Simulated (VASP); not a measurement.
# HfOs3 (Pm-3m) in VASP: notebook

Runs on HfOs3. Level: PBE. Tasks: single point.

Program: VASP 6.6.1. These are calculated values, not measurements. Logs are shortened: lines on timing, memory, paths and dates and some standing lists are left out, and cuts for length are marked.

## (1) The cell of the first run

The structure is cubic, space group Pm-3m (No. 221). The conventional cell has a = 3.892 Å, b = 3.892 Å, c = 3.892 Å, α = 90.00°, β = 90.00°, γ = 90.00°. Within 3.6 Å of Os (site symmetry 4/mmm) lie 8 Os at 2.75 Å and 4 Hf at 2.75 Å. Hf (site symmetry m-3m) has 12 Os at 2.75 Å within 3.6 Å.

## (2) Single point, PBE

INCAR

```
ALGO = Fast
EDIFF = 1E-6
ENCUT = 520
GGA = PE
ISIF = 2
ISMEAR = -1
LASPH = True
LCHARG = True
LELF = True
LREAL = False
LVHAR = True
LWAVE = False
NBANDS = 25
NELM = 80
PREC = Accurate
SIGMA = 0.05
```

KPOINTS

```
k-points
0
Gamma
  7 7 7
```

POSCAR

```
HfOs3
1.0
    3.8924451577      0.0000000000      0.0000000000
    0.0000000000      3.8924451577      0.0000000000
    0.0000000000      0.0000000000      3.8924451577
Os Hf
3 1
Direct
    0.0000000000      0.5000000000      0.5000000000
    0.5000000000      0.0000000000      0.5000000000
    0.5000000000      0.5000000000      0.0000000000
    0.0000000000      0.0000000000      0.0000000000
```

Potentials or basis: VASP PAW PBE potentials, release 64 (Os, Hf_pv).

Run with:

```bash
$ cat potpaw_PBE.64/Os/POTCAR potpaw_PBE.64/Hf_pv/POTCAR > POTCAR
$ mpirun -np 1 vasp_std > vasp.out
```

OUTCAR:

```text
EDIFF = 1E-6
   ENCUT = 520
   GGA = PE
   ISIF = 2
   ISMEAR = -1
   LASPH = True
   LREAL = False
   NELM = 80
   PREC = Accurate

 ion  position               nearest neighbor table
   1  0.000  0.500  0.500-   2 2.75   3 2.75   4 2.75   3 2.75   4 2.75   2 2.75   4 2.75   4 2.75
                             2 2.75   3 2.75   3 2.75   2 2.75
   2  0.500  0.000  0.500-   1 2.75   3 2.75   4 2.75   3 2.75   4 2.75   1 2.75   3 2.75   3 2.75
                             1 2.75   4 2.75   4 2.75   1 2.75
   3  0.500  0.500  0.000-   1 2.75   2 2.75   4 2.75   1 2.75   2 2.75   2 2.75   4 2.75   2 2.75
                             1 2.75   4 2.75   1 2.75   4 2.75
   4  0.000  0.000  0.000-   1 2.75   2 2.75   3 2.75   1 2.75   2 2.75   1 2.75   3 2.75   1 2.75
                             2 2.75   3 2.75   2 2.75   3 2.75

  LATTYP: Found a simple cubic cell.
 ALAT       =     3.8924451577

  Lattice vectors:

 A1 = (   3.8924451577,   0.0000000000,   0.0000000000)
 A2 = (   0.0000000000,   3.8924451577,   0.0000000000)
 A3 = (   0.0000000000,   0.0000000000,   3.8924451577)

Analysis of symmetry for initial positions (statically):
=====================================================================
 Subroutine PRICEL returns:
 Original cell was already a primitive cell.

 Routine SETGRP: Setting up the symmetry group for a
 simple cubic supercell.

 Subroutine GETGRP returns: Found 48 space group operations
 (whereof 48 operations were pure point group operations)
 out of a pool of 48 trial point group operations.

The static configuration has the point symmetry O_h .

Analysis of symmetry for dynamics (positions and initial velocities):
=====================================================================
 Subroutine PRICEL returns:
 Original cell was already a primitive cell.

 Routine SETGRP: Setting up the symmetry group for a
 simple cubic supercell.

 Subroutine GETGRP returns: Found 48 space group operations
 (whereof 48 operations were pure point group operations)
 out of a pool of 48 trial point group operations.

The dynamic configuration has the point symmetry O_h .

 Subroutine INISYM returns: Found 48 space group operations
 (whereof 48 operations are pure point group operations),
 and found     1 'primitive' translations

----------------------------------------------------------------------------------------

                                     Primitive cell

  volume of cell :      58.9749

  direct lattice vectors                    reciprocal lattice vectors
     3.892445158  0.000000000  0.000000000     0.256907923  0.000000000  0.000000000
     0.000000000  3.892445158  0.000000000     0.000000000  0.256907923  0.000000000
     0.000000000  0.000000000  3.892445158     0.000000000  0.000000000  0.256907923

  length of vectors
     3.892445158  3.892445158  3.892445158     0.256907923  0.256907923  0.256907923

  position of ions in fractional coordinates (direct lattice)
     0.000000000  0.500000000  0.500000000
     0.500000000  0.000000000  0.500000000
     0.500000000  0.500000000  0.000000000
     0.000000000  0.000000000  0.000000000

  ion indices of the primitive-cell ions
   primitive index   ion index
                 1           1
                 2           2
                 3           3
                 4           4

----------------------------------------------------------------------------------------

 KPOINTS: k-points

Automatic generation of k-mesh.
 Grid dimensions read from file:
 generate k-points for:    7    7    7

 Generating k-lattice:

  Cartesian coordinates                     Fractional coordinates (reciprocal lattice)
     0.036701132  0.000000000  0.000000000     0.142857143  0.000000000  0.000000000
     0.000000000  0.036701132  0.000000000     0.000000000  0.142857143  0.000000000
     0.000000000  0.000000000  0.036701132     0.000000000  0.000000000  0.142857143

  Length of vectors
     0.036701132  0.036701132  0.036701132

  Shift w.r.t. Gamma in fractional coordinates (k-lattice)
     0.000000000  0.000000000  0.000000000

 Subroutine IBZKPT returns following result:
 ===========================================

 Found     20 irreducible k-points:

 Following reciprocal coordinates:
            Coordinates               Weight
  0.000000  0.000000  0.000000      1.000000
  0.142857  0.000000  0.000000      6.000000
  0.285714  0.000000  0.000000      6.000000
  0.428571  0.000000  0.000000      6.000000
  0.142857  0.142857  0.000000     12.000000
  0.285714  0.142857  0.000000     24.000000
[... 12 lines left out ...]
  0.428571  0.428571  0.285714     24.000000
  0.428571  0.428571  0.428571      8.000000
   k-points           NKPTS =     20   k-points in BZ     NKDIM =     20   number of bands    NBANDS=     25
   number of dos      NEDOS =    301   number of ions     NIONS =      4
   total plane-waves  NPLWV =  27000
   dimension x,y,z NGX =    30 NGY =   30 NGZ =   30
   dimension x,y,z NGXF=    60 NGYF=   60 NGZF=   60
   ions per type =               3   1
   NGX,Y,Z   is equivalent  to a cutoff of  12.81, 12.81, 12.81 a.u.
   NGXF,Y,Z  is equivalent  to a cutoff of  25.63, 25.63, 25.63 a.u.
 SYSTEM =  unknown system
   PREC   = accura    normal or accurate (medium, high low for compatibility)
   ISTART =      0    job   : 0-new  1-cont  2-samecut
   ICHARG =      2    charge: 1-file 2-atom 10-const
   ISPIN  =      1    spin polarized calculation?
   LNONCOLLINEAR =      F non collinear calculations
   LSORBIT =      F    spin-orbit coupling
   LASPH  =      T    aspherical Exc in radial PAW
   ENCUT  =  520.0 eV  38.22 Ry    6.18 a.u.   7.24  7.24  7.24*2*pi/ulx,y,z
   NELM   =     80;   NELMIN=  2; NELMDL= -5     # of ELM steps
   EDIFF  = 0.1E-05   stopping-criterion for ELM
   LREAL  =      F    real-space projection
   EDIFFG = 0.1E-04   stopping-criterion for IOM
   NSW    =      0    number of steps for IOM
   IBRION =     -1    ionic relax: 0-MD 1-quasi-New 2-CG
   NFREE  =      0    steps in history (QN), initial steepest desc. (CG)
   ISIF   =      2    stress and relaxation
   ISYM   =      2    0-nonsym 1-usesym 2-fastsym
   POTIM  = 0.5000    time-step for ionic-motion
   TEBEG  =    0.0;   TEEND  =   0.0 temperature during run
   PSTRESS=    0.0 pullay stress
   NELECT =      34.0000    total number of electrons
   NUPDOWN=      -1.0000    fix difference up-down
   EMIN   =  10.00;   EMAX   =-10.00  energy-range for DOS
   EFERMI =   0.00;   METHOD = LEGACY
   ISMEAR =    -1;   SIGMA  =   0.05  broadening in eV -4-tet -1-fermi 0-gaus
   EFERMI_NEDOS =   21; number of points for ismear=-14 and -15
   IALGO  =     68    algorithm
   IMIX   =      4    mixing-type and parameters
     AMIX     =   0.40;   BMIX     =  1.00
     AMIX_MAG =   1.60;   BMIX_MAG =  1.00
  volume/ion in A,a.u.               =      14.74        99.50
  Fermi-wavevector in a.u.,A,eV,Ry     =   1.362528  2.574804 25.258963  1.856481
  Thomas-Fermi vector in A             =   2.489009
   LORBIT       =      0    0 simple, 1 ext, 2 COOP (PROOUT), +10 PAW based schemes
   GGA     = PE    functional components
   LHFCALC =     F    Hartree Fock is set to
   AEXX    =    0.0000 exact exchange contribution
   IVDW    =     0    specifies the selected vdW correction
   LEPSILON=     F    determine dielectric tensor
   LRPA    =     F    only Hartree local field effects (RPA)
 non-spin polarized calculation
 RMM-DIIS sequential band-by-band and
  energy-cutoff  :      520.00
  volume of cell :       58.97
 maximum number of plane-waves:      1600
 NGX is ok and might be reduce to    30
   NGX = 15   NGY = 15   NGZ = 15

 number of electron      34.0000005 magnetization

 Free energy of the ion-electron system (eV)
  ---------------------------------------------------
  ext. energy  EPLUGINS =         0.00000000
  ---------------------------------------------------
  free energy    TOTEN  =       -43.81305749 eV

  energy without entropy =      -43.76761052  energy(sigma->0) =      -43.79033401

 E-fermi :   8.0289     XC(G=0): -13.6284

 val. band max:        8.0286512756   @ k =   0.4286   0.4286   0.1429
 cond. band min:       8.0368390619   @ k =   0.4286   0.4286   0.2857
 fundamental gap:      0.0081877863
 Fermi energy:         8.0288750776

 k-point     1 :       0.0000    0.0000    0.0000
  band No.  band energies     occupation
      1     -21.3551      2.00000
      2     -21.3551      2.00000
      3     -21.3551      2.00000
      4      -1.5185      2.00000
      5       1.5840      2.00000
      6       1.7511      2.00000
[... 17 lines left out ...]
     24      13.9682      0.00000
     25      15.8302      0.00000

 k-point     2 :       0.1429    0.0000    0.0000
  band No.  band energies     occupation
      1     -21.3768      2.00000
      2     -21.3593      2.00000
      3     -21.3593      2.00000
      4      -1.1960      2.00000
      5       1.7776      2.00000
      6       1.9501      2.00000
[... 17 lines left out ...]
     24      13.7424      0.00000
     25      15.8060      0.00000

 k-point     3 :       0.2857    0.0000    0.0000
  band No.  band energies     occupation
      1     -21.4251      2.00000
      2     -21.3688      2.00000
      3     -21.3688      2.00000
      4      -0.2926      2.00000
      5       2.1268      2.00000
      6       2.5391      2.00000
[... 17 lines left out ...]
     24      13.1356      0.00000
     25      15.6901      0.00000

 k-point     4 :       0.4286    0.0000    0.0000
  band No.  band energies     occupation
      1     -21.4633      2.00000
      2     -21.3763      2.00000
      3     -21.3763      2.00000
      4       0.9292      2.00000
      5       2.0813      2.00000
      6       3.1643      2.00000
[... 17 lines left out ...]
     24      12.7536      0.00000
     25      15.6350      0.00000

 k-point     5 :       0.1429    0.1429    0.0000
  band No.  band energies     occupation
      1     -21.3875      2.00000
      2     -21.3702      2.00000
      3     -21.3634      2.00000
      4      -0.8890      2.00000
      5       1.9874      2.00000
      6       2.1645      2.00000
[... 17 lines left out ...]
     24      13.8316      0.00000
     25      14.8414      0.00000

 k-point     6 :       0.2857    0.1429    0.0000
  band No.  band energies     occupation
      1     -21.4253      2.00000
      2     -21.3809      2.00000
      3     -21.3727      2.00000
      4      -0.0263      2.00000
      5       2.3875      2.00000
      6       2.6712      2.00000
[... 17 lines left out ...]
     24      13.2382      0.00000
     25      14.5453      0.00000
[... 281 lines left out ...]
 k-point    17 :       0.2857    0.2857    0.2857
  band No.  band energies     occupation
      1     -21.4345      2.00000
      2     -21.3952      2.00000
      3     -21.3952      2.00000
      4       1.1375      2.00000
      5       2.8404      2.00000
      6       2.8404      2.00000
[... 17 lines left out ...]
     24      12.9737      0.00000
     25      15.5117      0.00000

 k-point    18 :       0.4286    0.2857    0.2857
  band No.  band energies     occupation
      1     -21.4286      2.00000
      2     -21.4109      2.00000
      3     -21.3905      2.00000
      4       1.6204      2.00000
      5       2.3342      2.00000
      6       2.7941      2.00000
[... 17 lines left out ...]
     24      12.9080      0.00000
     25      14.0759      0.00000

 k-point    19 :       0.4286    0.4286    0.2857
  band No.  band energies     occupation
      1     -21.4178      2.00000
      2     -21.4091      2.00000
      3     -21.3952      2.00000
      4       1.7366      2.00000
      5       2.1079      2.00000
      6       2.2247      2.00000
[... 17 lines left out ...]
     24      12.8283      0.00000
     25      13.9257      0.00000

 k-point    20 :       0.4286    0.4286    0.4286
  band No.  band energies     occupation
      1     -21.4055      2.00000
      2     -21.3977      2.00000
      3     -21.3977      2.00000
      4       1.5246      2.00000
      5       1.7008      2.00000
      6       1.7008      2.00000
[... 17 lines left out ...]
     24      13.1757      0.00000
     25      13.7107      0.00000

------------------------ aborting loop because EDIFF is reached ----------------------------------------

  FORCE on cell =-STRESS in cart. coord.  units (eV):
  Direction    XX          YY          ZZ          XY          YZ          ZX
  --------------------------------------------------------------------------------------
  -------------------------------------------------------------------------------------
  Total        7.6054906      7.6054906      7.6054906     -0.0000000      0.0000000     -0.0000000
  in kB      206.6190245    206.6190245    206.6190245     -0.0000000      0.0000000     -0.0000000
  external PRESSURE =     206.6190245 kB  Pullay stress =       0.0000000 kB

 VOLUME and BASIS-vectors are now :
 -----------------------------------------------------------------------------
  energy-cutoff  :      520.00
  volume of cell :       58.97
      direct lattice vectors                 reciprocal lattice vectors
     3.892445158  0.000000000  0.000000000     0.256907923  0.000000000  0.000000000
     0.000000000  3.892445158  0.000000000     0.000000000  0.256907923  0.000000000
     0.000000000  0.000000000  3.892445158     0.000000000  0.000000000  0.256907923

 POSITION                                       TOTAL-FORCE (eV/Angst)
 -----------------------------------------------------------------------------------
      0.00000      1.94622      1.94622         0.000000      0.000000      0.000000
      1.94622      0.00000      1.94622         0.000000      0.000000      0.000000
      1.94622      1.94622      0.00000         0.000000      0.000000      0.000000
      0.00000      0.00000      0.00000         0.000000      0.000000      0.000000
 -----------------------------------------------------------------------------------
    total drift:                                0.000000      0.000000     -0.000000

  FREE ENERGIE OF THE ION-ELECTRON SYSTEM (eV)
  ---------------------------------------------------
  free  energy   TOTEN  =       -43.8130574884 eV

  energy  without entropy=      -43.7676105216  energy(sigma->0) =      -43.79033401
```

Run time: 21 s. Hardware: 1 thread of AMD EPYC 9R45 (Zen 5), shared host; peak memory 0.15 GiB.

Results:

```
Free energy            : -43.8131 eV
Pressure               : 20.7 GPa
Band gap on the k mesh : zero (band 17 reaches 11.46 eV, above the bottom of band 18 at 7.47 eV)
```

Caveat: spin-orbit coupling is left out, which moves the levels of the heavy elements.

(Continued in part 2 of 2.)
